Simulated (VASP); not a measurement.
Runs of VASP 6.6.1 on Ta. The structure is that of space group Im-3m (No. 229), or close to it. The cells are those of the table. 

```csv
task,level,spin,cell,k mesh,cutoff (eV),smearing,dipole correction,grid for exact exchange (PRECFOCK),share of exact exchange,tolerance level,purpose,gap on the mesh (eV),pressure (GPa),relaxed volume (Å³/atom)
relaxation of cell and atoms,PBE0,off,"relaxed from a = 2.860 Å, angles 109.5°, 1 atom",6 × 6 × 6,600,fermi-dirac 0.05 eV,no,Normal,0.25,-,-,none,-0.1,18.28
single point,optB86b-vdW,off,"a = 2.870 Å, angles 109.7, 109.7, 108.9°, 1 atom",26 × 26 × 26,590,fermi-dirac 0.02 eV,-,-,-,standard,all,none,-2.4,-
relaxation of cell and atoms,HSE06,off,"relaxed from a = 2.860 Å, angles 109.5°, 1 atom",6 × 6 × 6,600,fermi-dirac 0.05 eV,no,Normal,0.25,-,-,none,0.0,(a)
single point,"b88 exchange, pbe correlation",collinear,"a = 2.860 Å, angles 109.5°, 1 atom",11 × 11 × 11,500,tetrahedron,no,-,-,-,-,none,2.6,-
```

Problem. Fill in the values left out.

Solution. (a) 18.32.

Caveats: some runs use coarse meshes; the PAW data sets were made with another functional, which shifts forces and pressure a little; spin-orbit coupling is left out, which moves the levels of the heavy elements; tetrahedron occupations give inexact forces and stress in metals (at least some runs).

A k mesh can miss the band edges, and the runs leave out spin-orbit coupling on Ta.

A gap of «none» marks levels without a gap at the run's occupations.
